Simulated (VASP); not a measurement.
# Ba4N (Pm-3m) in VASP: single point with PBE

Aim: the single point of Ba4N with PBE.

All numbers are computed with VASP 6.6.1; they aren't measurements. Logs are shortened: lines on timing, memory, paths and dates and some standing lists are left out, and cuts for length are marked.

### Step 1. The cell of the first run

Symmetry: Pm-3m, No. 221, cubic system. Conventional cell: a = 5.914 Å, b = 5.914 Å, c = 5.914 Å, α = 90.00°, β = 90.00°, γ = 90.00°. Ba (site symmetry 4/mmm) has 2 N at 2.96 Å within 3.9 Å. Within 5.5 Å of Ba (site symmetry m-3m) lie 12 Ba at 4.18 Å and 8 N at 5.12 Å. N (site symmetry m-3m) has 6 Ba at 2.96 Å within 3.9 Å.

### Step 2. Single point, PBE

POSCAR reads:

```
Ba4N
1.0
    5.9139834600      0.0000000000      0.0000000000
    0.0000000000      5.9139834600      0.0000000000
    0.0000000000      0.0000000000      5.9139834600
Ba N
4 1
Direct
    0.0000000000      0.5000000000      0.5000000000
    0.5000000000      0.0000000000      0.5000000000
    0.5000000000      0.5000000000      0.0000000000
    0.0000000000      0.0000000000      0.0000000000
    0.5000000000      0.5000000000      0.5000000000
```

INCAR.step1 reads:

```
ALGO = Normal ; EDIFF = 1E-6
ENCUT = 520 ; GGA = PE
ISIF = 2 ; ISMEAR = 0
LASPH = T ; LCHARG = T
LREAL = F ; LWAVE = F
NBANDS = 30 ; NELM = 80
PREC = Accurate ; SIGMA = 0.1
```

KPOINTS.step1 reads:

```
k-points
0
Gamma
  6 6 6
```

INCAR.step2 reads:

```
ALGO = Normal ; EDIFF = 1E-6
ENCUT = 520 ; GGA = PE
ICHARG = 11 ; ISIF = 2
ISMEAR = -5 ; LASPH = T
LCHARG = F ; LORBIT = 11
LREAL = F ; LWAVE = F
NBANDS = 30 ; NEDOS = 2001
NELM = 80 ; PREC = Accurate
SIGMA = 0.1
```

KPOINTS.step2 reads:

```
k-points
0
Gamma
  9 9 9
```

Potentials or basis: VASP PAW PBE potentials, release 64 (Ba_sv, N).

Command:

```sh
> cat potpaw_PBE.64/Ba_sv/POTCAR potpaw_PBE.64/N/POTCAR > POTCAR
> cp INCAR.step1 INCAR
> cp KPOINTS.step1 KPOINTS
> mpirun -np 1 vasp_std > vasp.out
> cp INCAR.step2 INCAR
> cp KPOINTS.step2 KPOINTS
> mpirun -np 1 vasp_std > vasp.out
```

OUTCAR:

```text
EDIFF = 1E-6
   ENCUT = 520
   GGA = PE
   ICHARG = 11
   ISIF = 2
   ISMEAR = -5
   LASPH = T
   LORBIT = 11
   LREAL = F
   NELM = 80
   PREC = Accurate

 ion  position               nearest neighbor table
   1  0.000  0.500  0.500-   5 2.96   5 2.96   4 4.18   2 4.18   3 4.18   4 4.18   2 4.18   4 4.18
                             4 4.18   2 4.18   3 4.18   3 4.18   3 4.18   2 4.18
   2  0.500  0.000  0.500-   5 2.96   5 2.96   4 4.18   1 4.18   3 4.18   4 4.18   1 4.18   3 4.18
                             3 4.18   3 4.18   1 4.18   4 4.18   4 4.18   1 4.18
   3  0.500  0.500  0.000-   5 2.96   5 2.96   4 4.18   1 4.18   1 4.18   2 4.18   2 4.18   2 4.18
                             4 4.18   2 4.18   1 4.18   4 4.18   1 4.18   4 4.18
   4  0.000  0.000  0.000-   1 4.18   2 4.18   3 4.18   1 4.18   2 4.18   1 4.18   3 4.18   1 4.18
                             2 4.18   3 4.18   2 4.18   3 4.18
   5  0.500  0.500  0.500-   1 2.96   2 2.96   3 2.96   3 2.96   2 2.96   1 2.96

  LATTYP: Found a simple cubic cell.
 ALAT       =     5.9139834600

  Lattice vectors:

 A1 = (   5.9139834600,   0.0000000000,   0.0000000000)
 A2 = (   0.0000000000,   5.9139834600,   0.0000000000)
 A3 = (   0.0000000000,   0.0000000000,   5.9139834600)

Analysis of symmetry for initial positions (statically):
=====================================================================
 Subroutine PRICEL returns:
 Original cell was already a primitive cell.

 Routine SETGRP: Setting up the symmetry group for a
 simple cubic supercell.

 Subroutine GETGRP returns: Found 48 space group operations
 (whereof 48 operations were pure point group operations)
 out of a pool of 48 trial point group operations.

The static configuration has the point symmetry O_h .

Analysis of symmetry for dynamics (positions and initial velocities):
=====================================================================
 Subroutine PRICEL returns:
 Original cell was already a primitive cell.

 Routine SETGRP: Setting up the symmetry group for a
 simple cubic supercell.

 Subroutine GETGRP returns: Found 48 space group operations
 (whereof 48 operations were pure point group operations)
 out of a pool of 48 trial point group operations.

The dynamic configuration has the point symmetry O_h .

 Subroutine INISYM returns: Found 48 space group operations
 (whereof 48 operations are pure point group operations),
 and found     1 'primitive' translations

----------------------------------------------------------------------------------------

                                     Primitive cell

  volume of cell :     206.8428

  direct lattice vectors                    reciprocal lattice vectors
     5.913983460  0.000000000  0.000000000     0.169090767  0.000000000  0.000000000
     0.000000000  5.913983460  0.000000000     0.000000000  0.169090767  0.000000000
     0.000000000  0.000000000  5.913983460     0.000000000  0.000000000  0.169090767

  length of vectors
     5.913983460  5.913983460  5.913983460     0.169090767  0.169090767  0.169090767

  position of ions in fractional coordinates (direct lattice)
     0.000000000  0.500000000  0.500000000
     0.500000000  0.000000000  0.500000000
     0.500000000  0.500000000  0.000000000
     0.000000000  0.000000000  0.000000000
     0.500000000  0.500000000  0.500000000

  ion indices of the primitive-cell ions
   primitive index   ion index
                 1           1
                 2           2
                 3           3
                 4           4
                 5           5

----------------------------------------------------------------------------------------

 KPOINTS: k-points

Automatic generation of k-mesh.
 Grid dimensions read from file:
 generate k-points for:    9    9    9

 Generating k-lattice:

  Cartesian coordinates                     Fractional coordinates (reciprocal lattice)
     0.018787863  0.000000000  0.000000000     0.111111111  0.000000000  0.000000000
     0.000000000  0.018787863  0.000000000     0.000000000  0.111111111  0.000000000
     0.000000000  0.000000000  0.018787863     0.000000000  0.000000000  0.111111111

  Length of vectors
     0.018787863  0.018787863  0.018787863

  Shift w.r.t. Gamma in fractional coordinates (k-lattice)
     0.000000000  0.000000000  0.000000000

 TETIRR: Found    353 inequivalent tetrahedra from     4374

 Subroutine IBZKPT returns following result:
 ===========================================

 Found     35 irreducible k-points:

 Following reciprocal coordinates:
            Coordinates               Weight
  0.000000  0.000000  0.000000      1.000000
  0.111111  0.000000  0.000000      6.000000
  0.222222  0.000000  0.000000      6.000000
  0.333333  0.000000  0.000000      6.000000
  0.444444  0.000000  0.000000      6.000000
  0.111111  0.111111  0.000000     12.000000
[... 16 lines left out ...]
  0.333333  0.333333  0.111111     24.000000
  0.444444  0.333333  0.111111     48.000000
 [... further k-points ...]
   k-points           NKPTS =     35   k-points in BZ     NKDIM =     35   number of bands    NBANDS=     30
   number of dos      NEDOS =   2001   number of ions     NIONS =      5
   total plane-waves  NPLWV = 110592
   dimension x,y,z NGX =    48 NGY =   48 NGZ =   48
   dimension x,y,z NGXF=    96 NGYF=   96 NGZF=   96
   ions per type =               4   1
   NGX,Y,Z   is equivalent  to a cutoff of  13.49, 13.49, 13.49 a.u.
   NGXF,Y,Z  is equivalent  to a cutoff of  26.99, 26.99, 26.99 a.u.
 SYSTEM =  unknown system
   PREC   = accura    normal or accurate (medium, high low for compatibility)
   ISTART =      0    job   : 0-new  1-cont  2-samecut
   ICHARG =     11    charge: 1-file 2-atom 10-const
   ISPIN  =      1    spin polarized calculation?
   LNONCOLLINEAR =      F non collinear calculations
   LSORBIT =      F    spin-orbit coupling
   LASPH  =      T    aspherical Exc in radial PAW
   ENCUT  =  520.0 eV  38.22 Ry    6.18 a.u.  11.00 11.00 11.00*2*pi/ulx,y,z
   NELM   =     80;   NELMIN=  2; NELMDL=  0     # of ELM steps
   EDIFF  = 0.1E-05   stopping-criterion for ELM
   LREAL  =      F    real-space projection
   EDIFFG = 0.1E-04   stopping-criterion for IOM
   NSW    =      0    number of steps for IOM
   IBRION =     -1    ionic relax: 0-MD 1-quasi-New 2-CG
   NFREE  =      0    steps in history (QN), initial steepest desc. (CG)
   ISIF   =      2    stress and relaxation
   ISYM   =      2    0-nonsym 1-usesym 2-fastsym
   POTIM  = 0.5000    time-step for ionic-motion
   TEBEG  =    0.0;   TEEND  =   0.0 temperature during run
   PSTRESS=    0.0 pullay stress
   NELECT =      45.0000    total number of electrons
   NUPDOWN=      -1.0000    fix difference up-down
   EMIN   =  10.00;   EMAX   =-10.00  energy-range for DOS
   EFERMI =   0.00;   METHOD = LEGACY
   ISMEAR =    -5;   SIGMA  =   0.10  broadening in eV -4-tet -1-fermi 0-gaus
   EFERMI_NEDOS =   21; number of points for ismear=-14 and -15
   IALGO  =     38    algorithm
   IMIX   =      4    mixing-type and parameters
     AMIX     =   0.40;   BMIX     =  1.00
     AMIX_MAG =   1.60;   BMIX_MAG =  1.00
  volume/ion in A,a.u.               =      41.37       279.17
  Fermi-wavevector in a.u.,A,eV,Ry     =   0.984613  1.860649 13.190341  0.969463
  Thomas-Fermi vector in A             =   2.115859
   LORBIT       =     11    0 simple, 1 ext, 2 COOP (PROOUT), +10 PAW based schemes
   GGA     = PE    functional components
   LHFCALC =     F    Hartree Fock is set to
   AEXX    =    0.0000 exact exchange contribution
   IVDW    =     0    specifies the selected vdW correction
   LEPSILON=     F    determine dielectric tensor
   LRPA    =     F    only Hartree local field effects (RPA)
 non-spin polarized calculation
 Fermi weights with tetrahedron method with Bloechl corrections
  energy-cutoff  :      520.00
  volume of cell :      206.84
 maximum number of plane-waves:      5601
 NGX is ok and might be reduce to    48

 number of electron      45.0000005 magnetization

 Free energy of the ion-electron system (eV)
  ---------------------------------------------------
  ext. energy  EPLUGINS =         0.00000000
  ---------------------------------------------------
  free energy    TOTEN  =       -16.00439113 eV

  energy without entropy =      -16.00439113  energy(sigma->0) =      -16.00439113

 E-fermi :   2.4681     XC(G=0):  -8.2704

 val. band max:        2.4428836891   @ k =   0.4444   0.3333   0.3333
 cond. band min:       2.4281781358   @ k =   0.2222   0.0000   0.0000
 fundamental gap:     -0.0147055533
 Fermi energy:         2.4680641694

 k-point     1 :       0.0000    0.0000    0.0000
  band No.  band energies     occupation
      1     -26.4422      2.00000
      2     -25.7036      2.00000
      3     -25.6112      2.00000
      4     -25.6112      2.00000
      5     -11.7935      2.00000
      6     -11.7935      2.00000
[... 22 lines left out ...]
     29       4.6591      0.00000
     30       6.0582      0.00000

 k-point     2 :       0.1111    0.0000    0.0000
  band No.  band energies     occupation
      1     -26.4418      2.00000
      2     -25.7013      2.00000
      3     -25.6137      2.00000
      4     -25.6111      2.00000
      5     -11.7863      2.00000
      6     -11.7863      2.00000
[... 22 lines left out ...]
     29       4.7244      0.00000
     30       5.6885      0.00000

 k-point     3 :       0.2222    0.0000    0.0000
  band No.  band energies     occupation
      1     -26.4410      2.00000
      2     -25.6950      2.00000
      3     -25.6209      2.00000
      4     -25.6111      2.00000
      5     -11.7674      2.00000
      6     -11.7674      2.00000
[... 22 lines left out ...]
     29       4.8597      0.00000
     30       5.0533      0.00000

 k-point     4 :       0.3333    0.0000    0.0000
  band No.  band energies     occupation
      1     -26.4401      2.00000
      2     -25.6859      2.00000
      3     -25.6309      2.00000
      4     -25.6110      2.00000
      5     -11.7443      2.00000
      6     -11.7443      2.00000
[... 22 lines left out ...]
     29       4.6125      0.00000
     30       4.6127      0.00000

 k-point     5 :       0.4444    0.0000    0.0000
  band No.  band energies     occupation
      1     -26.4395      2.00000
      2     -25.6774      2.00000
      3     -25.6400      2.00000
      4     -25.6109      2.00000
      5     -11.7282      2.00000
      6     -11.7282      2.00000
[... 22 lines left out ...]
     29       4.0896      0.00000
     30       4.3221      0.00000
[... 526 lines left out ...]
     29       4.4388      0.00000
     30       4.8143      0.00000

 k-point    22 :       0.4444    0.2222    0.1111
  band No.  band energies     occupation
      1     -26.4388      2.00000
      2     -25.6682      2.00000
      3     -25.6405      2.00000
      4     -25.6197      2.00000
      5     -11.7619      2.00000
      6     -11.7402      2.00000
[... 22 lines left out ...]
     29       4.1982      0.00000
     30       4.6278      0.00000

 k-point    23 :       0.3333    0.3333    0.1111
  band No.  band energies     occupation
      1     -26.4387      2.00000
      2     -25.6684      2.00000
      3     -25.6348      2.00000
      4     -25.6251      2.00000
      5     -11.7771      2.00000
      6     -11.7566      2.00000
[... 22 lines left out ...]
     29       4.3393      0.00000
     30       4.7615      0.00000

 k-point    24 :       0.4444    0.3333    0.1111
  band No.  band energies     occupation
      1     -26.4383      2.00000
      2     -25.6601      2.00000
      3     -25.6409      2.00000
      4     -25.6275      2.00000
      5     -11.7746      2.00000
      6     -11.7611      2.00000
[... 22 lines left out ...]
     29       4.2189      0.00000
     30       4.5080      0.00000

 [... further k-points ...]

------------------------ aborting loop because EDIFF is reached ----------------------------------------

  FORCE on cell =-STRESS in cart. coord.  units (eV):
  Direction    XX          YY          ZZ          XY          YZ          ZX
  --------------------------------------------------------------------------------------
  -------------------------------------------------------------------------------------
  Total        0.5958287      0.5958287      0.5958287      0.0000000      0.0000000      0.0000000
  in kB        4.6152121      4.6152121      4.6152121      0.0000000      0.0000000      0.0000000
  external PRESSURE =       4.6152121 kB  Pullay stress =       0.0000000 kB

 VOLUME and BASIS-vectors are now :
 -----------------------------------------------------------------------------
  energy-cutoff  :      520.00
  volume of cell :      206.84
      direct lattice vectors                 reciprocal lattice vectors
     5.913983460  0.000000000  0.000000000     0.169090767  0.000000000  0.000000000
     0.000000000  5.913983460  0.000000000     0.000000000  0.169090767  0.000000000
     0.000000000  0.000000000  5.913983460     0.000000000  0.000000000  0.169090767

 POSITION                                       TOTAL-FORCE (eV/Angst)
 -----------------------------------------------------------------------------------
      0.00000      2.95699      2.95699         0.000000      0.000000      0.000000
      2.95699      0.00000      2.95699         0.000000      0.000000      0.000000
      2.95699      2.95699      0.00000         0.000000      0.000000      0.000000
      0.00000      0.00000      0.00000         0.000000      0.000000      0.000000
      2.95699      2.95699      2.95699         0.000000      0.000000      0.000000
 -----------------------------------------------------------------------------------
    total drift:                                0.000000     -0.000000     -0.000000

  FREE ENERGIE OF THE ION-ELECTRON SYSTEM (eV)
  ---------------------------------------------------
  free  energy   TOTEN  =       -16.0043911316 eV

  energy  without entropy=      -16.0043911316  energy(sigma->0) =      -16.00439113

 total charge

# of ion       s       p       d       tot
------------------------------------------
    1        2.049   5.560   0.342   7.951
    2        2.049   5.560   0.342   7.951
    3        2.049   5.560   0.342   7.951
    4        2.086   5.528   0.348   7.962
    5        1.274   2.195   0.000   3.468
--------------------------------------------------
tot          9.505  24.404   1.375  35.284
```

Run time: 3.5 min. Hardware: 1 thread of AMD EPYC 9R45 (Zen 5), shared host; peak memory 0.37 GiB.

Results:

```yaml
Valence_electrons_inside_the_program's_atomic_spheres: Ba 7.95, 7.96 (each value once); N 3.47
```

Levels at points of the mesh, in eV from the Fermi level:
| k point | band 21 | band 22 | band 23 | band 24 | band 25 | band 26 |
| --- | --- | --- | --- | --- | --- | --- |
| (0.00, 0.00, 0.00) | -0.32 | -0.32 | -0.32 | -0.21 | -0.21 | -0.21 |

Caveat: spin-orbit coupling is left out, which moves the levels of the heavy elements.
